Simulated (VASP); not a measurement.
# Na (Im-3m) in VASP: single point with PBE

Aim: the single point of Na with PBE.

Everything below comes from runs of VASP 6.6.1. Logs are shortened: lines on timing, memory, paths and dates and some standing lists are left out, and cuts for length are marked.

## Step 1: The cell of the first run

The structure is cubic, space group Im-3m (No. 229). The conventional cell has a = 4.197 Å, b = 4.197 Å, c = 4.197 Å, α = 90.00°, β = 90.00°, γ = 90.00°. Na (site symmetry m-3m) has 14 Na at 3.63 to 4.20 Å within 4.8 Å.

## Step 2: Single point, PBE

POSCAR reads:

```
Na
1.0
   -2.0986242397      2.0986242397      2.0986242397
    2.0986242397     -2.0986242397      2.0986242397
    2.0986242397      2.0986242397     -2.0986242397
Na
1
Direct
    0.0000000000      0.0000000000      0.0000000000
```

INCAR.step1 reads:

```
SYSTEM = Na
PREC = Accurate ; ENCUT = 520
EDIFF = 1E-7 ; ISMEAR = 0
SIGMA = 0.05 ; LREAL = .FALSE.
LASPH = .TRUE. ; NELM = 60
ALGO = Normal ; ISIF = 2
LWAVE = .FALSE. ; LCHARG = .TRUE.
GGA = PE ; NBANDS = 10
```

KPOINTS.step1 reads:

```
regular mesh
0
G
  14 14 14
  0 0 0
```

INCAR.step2 reads:

```
SYSTEM = Na
PREC = Accurate ; ENCUT = 520
EDIFF = 1E-7 ; ISMEAR = -5
SIGMA = 0.05 ; LREAL = .FALSE.
LASPH = .TRUE. ; NELM = 60
ALGO = Normal ; ISIF = 2
LWAVE = .FALSE. ; LCHARG = .FALSE.
GGA = PE ; LORBIT = 10
NBANDS = 10 ; NEDOS = 1001
ICHARG = 11
```

KPOINTS.step2 reads:

```
regular mesh
0
G
  21 21 21
  0 0 0
```

Potentials or basis: VASP PAW PBE potentials, release 64 (Na_pv).

Command:

```sh
> cat potpaw_PBE.64/Na_pv/POTCAR > POTCAR
> cp INCAR.step1 INCAR
> cp KPOINTS.step1 KPOINTS
> mpirun -np 1 vasp_std > vasp.out
> cp INCAR.step2 INCAR
> cp KPOINTS.step2 KPOINTS
> mpirun -np 1 vasp_std > vasp.out
```

OUTCAR:

```text
SYSTEM = Na
   PREC = Accurate
   ENCUT = 520
   EDIFF = 1E-7
   ISMEAR = -5
   LREAL = .FALSE.
   LASPH = .TRUE.
   NELM = 60
   ISIF = 2
   GGA = PE
   LORBIT = 10
   ICHARG = 11

 ion  position               nearest neighbor table
   1  0.000  0.000  0.000-

  LATTYP: Found a body centered cubic cell.
 ALAT       =     4.1972484794

  Lattice vectors:

 A1 = (  -2.0986242397,   2.0986242397,   2.0986242397)
 A2 = (   2.0986242397,  -2.0986242397,   2.0986242397)
 A3 = (   2.0986242397,   2.0986242397,  -2.0986242397)

Analysis of symmetry for initial positions (statically):
=====================================================================
 Subroutine PRICEL returns:
 Original cell was already a primitive cell.

 Routine SETGRP: Setting up the symmetry group for a
 body centered cubic supercell.

 Subroutine GETGRP returns: Found 48 space group operations
 (whereof 48 operations were pure point group operations)
 out of a pool of 48 trial point group operations.

The static configuration has the point symmetry O_h .

Analysis of symmetry for dynamics (positions and initial velocities):
=====================================================================
 Subroutine PRICEL returns:
 Original cell was already a primitive cell.

 Routine SETGRP: Setting up the symmetry group for a
 body centered cubic supercell.

 Subroutine GETGRP returns: Found 48 space group operations
 (whereof 48 operations were pure point group operations)
 out of a pool of 48 trial point group operations.

The dynamic configuration has the point symmetry O_h .

 Subroutine INISYM returns: Found 48 space group operations
 (whereof 48 operations are pure point group operations),
 and found     1 'primitive' translations

----------------------------------------------------------------------------------------

                                     Primitive cell

  volume of cell :      36.9712

  direct lattice vectors                    reciprocal lattice vectors
    -2.098624240  2.098624240  2.098624240     0.000000000  0.238251322  0.238251322
     2.098624240 -2.098624240  2.098624240     0.238251322  0.000000000  0.238251322
     2.098624240  2.098624240 -2.098624240     0.238251322  0.238251322  0.000000000

  length of vectors
     3.634923809  3.634923809  3.634923809     0.336938251  0.336938251  0.336938251

  position of ions in fractional coordinates (direct lattice)
     0.000000000  0.000000000  0.000000000

  ion indices of the primitive-cell ions
   primitive index   ion index
                 1           1

----------------------------------------------------------------------------------------

 KPOINTS: regular mesh

Automatic generation of k-mesh.
 Grid dimensions read from file:
 generate k-points for:   21   21   21

 Generating k-lattice:

  Cartesian coordinates                     Fractional coordinates (reciprocal lattice)
     0.000000000  0.011345301  0.011345301     0.047619048  0.000000000  0.000000000
     0.011345301  0.000000000  0.011345301     0.000000000  0.047619048  0.000000000
     0.011345301  0.011345301  0.000000000     0.000000000  0.000000000  0.047619048

  Length of vectors
     0.016044679  0.016044679  0.016044679

  Shift w.r.t. Gamma in fractional coordinates (k-lattice)
     0.000000000  0.000000000  0.000000000

 TETIRR: Found  10986 inequivalent tetrahedra from    55566

 Subroutine IBZKPT returns following result:
 ===========================================

 Found    286 irreducible k-points:

 Following reciprocal coordinates:
            Coordinates               Weight
  0.000000  0.000000  0.000000      1.000000
  0.047619  0.000000  0.000000     12.000000
  0.095238  0.000000  0.000000     12.000000
  0.142857  0.000000  0.000000     12.000000
  0.190476  0.000000  0.000000     12.000000
  0.238095  0.000000  0.000000     12.000000
[... 16 lines left out ...]
  0.142857  0.095238 -0.000000     48.000000
  0.190476  0.095238  0.000000     48.000000
 [... further k-points ...]
   k-points           NKPTS =    286   k-points in BZ     NKDIM =    286   number of bands    NBANDS=     10
   number of dos      NEDOS =   1001   number of ions     NIONS =      1
   total plane-waves  NPLWV =  21952
   dimension x,y,z NGX =    28 NGY =   28 NGZ =   28
   dimension x,y,z NGXF=    56 NGYF=   56 NGZF=   56
   ions per type =               1
   NGX,Y,Z   is equivalent  to a cutoff of  12.81, 12.81, 12.81 a.u.
   NGXF,Y,Z  is equivalent  to a cutoff of  25.61, 25.61, 25.61 a.u.
 SYSTEM =  Na
   PREC   = accura    normal or accurate (medium, high low for compatibility)
   ISTART =      0    job   : 0-new  1-cont  2-samecut
   ICHARG =     11    charge: 1-file 2-atom 10-const
   ISPIN  =      1    spin polarized calculation?
   LNONCOLLINEAR =      F non collinear calculations
   LSORBIT =      F    spin-orbit coupling
   LASPH  =      T    aspherical Exc in radial PAW
   ENCUT  =  520.0 eV  38.22 Ry    6.18 a.u.   6.76  6.76  6.76*2*pi/ulx,y,z
   NELM   =     60;   NELMIN=  2; NELMDL=  0     # of ELM steps
   EDIFF  = 0.1E-06   stopping-criterion for ELM
   LREAL  =      F    real-space projection
   EDIFFG = 0.1E-05   stopping-criterion for IOM
   NSW    =      0    number of steps for IOM
   IBRION =     -1    ionic relax: 0-MD 1-quasi-New 2-CG
   NFREE  =      0    steps in history (QN), initial steepest desc. (CG)
   ISIF   =      2    stress and relaxation
   ISYM   =      2    0-nonsym 1-usesym 2-fastsym
   POTIM  = 0.5000    time-step for ionic-motion
   TEBEG  =    0.0;   TEEND  =   0.0 temperature during run
   PSTRESS=    0.0 pullay stress
   NELECT =       7.0000    total number of electrons
   NUPDOWN=      -1.0000    fix difference up-down
   EMIN   =  10.00;   EMAX   =-10.00  energy-range for DOS
   EFERMI =   0.00;   METHOD = LEGACY
   ISMEAR =    -5;   SIGMA  =   0.05  broadening in eV -4-tet -1-fermi 0-gaus
   EFERMI_NEDOS =   21; number of points for ismear=-14 and -15
   IALGO  =     38    algorithm
   IMIX   =      4    mixing-type and parameters
     AMIX     =   0.40;   BMIX     =  1.00
     AMIX_MAG =   1.60;   BMIX_MAG =  1.00
  volume/ion in A,a.u.               =      36.97       249.49
  Fermi-wavevector in a.u.,A,eV,Ry     =   0.940054  1.776445 12.023491  0.883702
  Thomas-Fermi vector in A             =   2.067428
   LORBIT       =     10    0 simple, 1 ext, 2 COOP (PROOUT), +10 PAW based schemes
   GGA     = PE    functional components
   LHFCALC =     F    Hartree Fock is set to
   AEXX    =    0.0000 exact exchange contribution
   IVDW    =     0    specifies the selected vdW correction
   LEPSILON=     F    determine dielectric tensor
   LRPA    =     F    only Hartree local field effects (RPA)
 non-spin polarized calculation
 Fermi weights with tetrahedron method with Bloechl corrections
  energy-cutoff  :      520.00
  volume of cell :       36.97
 maximum number of plane-waves:      1010

 number of electron       7.0000005 magnetization

 Free energy of the ion-electron system (eV)
  ---------------------------------------------------
  ext. energy  EPLUGINS =         0.00000000
  ---------------------------------------------------
  free energy    TOTEN  =        -1.31104480 eV

  energy without entropy =       -1.31104480  energy(sigma->0) =       -1.31104480

 E-fermi :   0.3587     XC(G=0):  -6.5092

 val. band max:        0.3106880238   @ k =   0.3810   0.0952  -0.0000
 cond. band min:       0.3484568413   @ k =  -0.4286   0.4286   0.0952
 fundamental gap:      0.0377688176
 Fermi energy:         0.3586930097

 k-point     1 :       0.0000    0.0000    0.0000
  band No.  band energies     occupation
      1     -24.5627      2.00000
      2     -24.5627      2.00000
      3     -24.5627      2.00000
      4      -2.9470      2.00000
      5      12.0869      0.00000
      6      12.0869      0.00000
      7      12.0869      0.00000
      8      13.0886      0.00000
      9      13.0887      0.00000
     10      13.6467      0.00000

 k-point     2 :       0.0476    0.0000    0.0000
  band No.  band energies     occupation
      1     -24.5635      2.00000
      2     -24.5630      2.00000
      3     -24.5627      2.00000
      4      -2.9069      2.00000
      5      11.4791      0.00000
      6      11.7795      0.00000
      7      11.9118      0.00000
      8      12.6565      0.00000
      9      12.6672      0.00000
     10      13.9003      0.00000

 k-point     3 :       0.0952    0.0000    0.0000
  band No.  band energies     occupation
      1     -24.5659      2.00000
      2     -24.5638      2.00000
      3     -24.5627      2.00000
      4      -2.7869      2.00000
      5      10.2715      0.00000
      6      11.2195      0.00000
      7      11.5364      0.00000
      8      12.0698      0.00000
      9      12.4818      0.00000
     10      13.9821      0.00000

 k-point     4 :       0.1429    0.0000    0.0000
  band No.  band energies     occupation
      1     -24.5695      2.00000
      2     -24.5650      2.00000
      3     -24.5627      2.00000
      4      -2.5874      2.00000
      5       9.0202      0.00000
      6      10.6561      0.00000
      7      11.1242      0.00000
      8      11.5294      0.00000
      9      12.2701      0.00000
     10      14.0807      0.00000
[... 222 lines left out ...]
 k-point    22 :       0.0952    0.0952    0.0000
  band No.  band energies     occupation
      1     -24.5716      2.00000
      2     -24.5649      2.00000
      3     -24.5635      2.00000
      4      -2.4681      2.00000
      5       8.8887      0.00000
      6       9.3713      0.00000
      7      10.8222      0.00000
      8      11.9407      0.00000
      9      12.6547      0.00000
     10      14.1258      0.00000

 k-point    23 :       0.1429    0.0952   -0.0000
  band No.  band energies     occupation
      1     -24.5759      2.00000
      2     -24.5664      2.00000
      3     -24.5637      2.00000
      4      -2.1909      2.00000
      5       7.8326      0.00000
      6       8.7426      0.00000
      7      10.4001      0.00000
      8      11.7054      0.00000
      9      12.6741      0.00000
     10      13.8807      0.00000

 k-point    24 :       0.1905    0.0952    0.0000
  band No.  band energies     occupation
      1     -24.5806      2.00000
      2     -24.5682      2.00000
      3     -24.5638      2.00000
      4      -1.8366      2.00000
      5       6.7119      0.00000
      6       8.2857      0.00000
      7      10.0198      0.00000
      8      11.3838      0.00000
      9      12.7184      0.00000
     10      13.7379      0.00000

 [... further k-points ...]

------------------------ aborting loop because EDIFF is reached ----------------------------------------

  FORCE on cell =-STRESS in cart. coord.  units (eV):
  Direction    XX          YY          ZZ          XY          YZ          ZX
  --------------------------------------------------------------------------------------
  -------------------------------------------------------------------------------------
  Total       -0.0013226     -0.0013226     -0.0013226     -0.0000000     -0.0000000     -0.0000000
  in kB       -0.0573164     -0.0573164     -0.0573164     -0.0000000     -0.0000000     -0.0000000
  external PRESSURE =      -0.0573164 kB  Pullay stress =       0.0000000 kB

 VOLUME and BASIS-vectors are now :
 -----------------------------------------------------------------------------
  energy-cutoff  :      520.00
  volume of cell :       36.97
      direct lattice vectors                 reciprocal lattice vectors
    -2.098624240  2.098624240  2.098624240     0.000000000  0.238251322  0.238251322
     2.098624240 -2.098624240  2.098624240     0.238251322  0.000000000  0.238251322
     2.098624240  2.098624240 -2.098624240     0.238251322  0.238251322  0.000000000

 POSITION                                       TOTAL-FORCE (eV/Angst)
 -----------------------------------------------------------------------------------
      0.00000      0.00000      0.00000         0.000000      0.000000     -0.000000
 -----------------------------------------------------------------------------------
    total drift:                               -0.000000     -0.000000     -0.000000

  FREE ENERGIE OF THE ION-ELECTRON SYSTEM (eV)
  ---------------------------------------------------
  free  energy   TOTEN  =        -1.3110448029 eV

  energy  without entropy=       -1.3110448029  energy(sigma->0) =       -1.31104480

 total charge

# of ion       s       p       d       tot
------------------------------------------
    1        0.098   5.964   0.000   6.062
```

Wall time 46 s (1 thread of Intel Xeon Platinum 8488C (Sapphire Rapids), shared host); peak memory 0.21 GiB.

What came out:

| Property | Result |
| --- | --- |
| Valence electrons inside the program's atomic spheres | Na 6.06 |
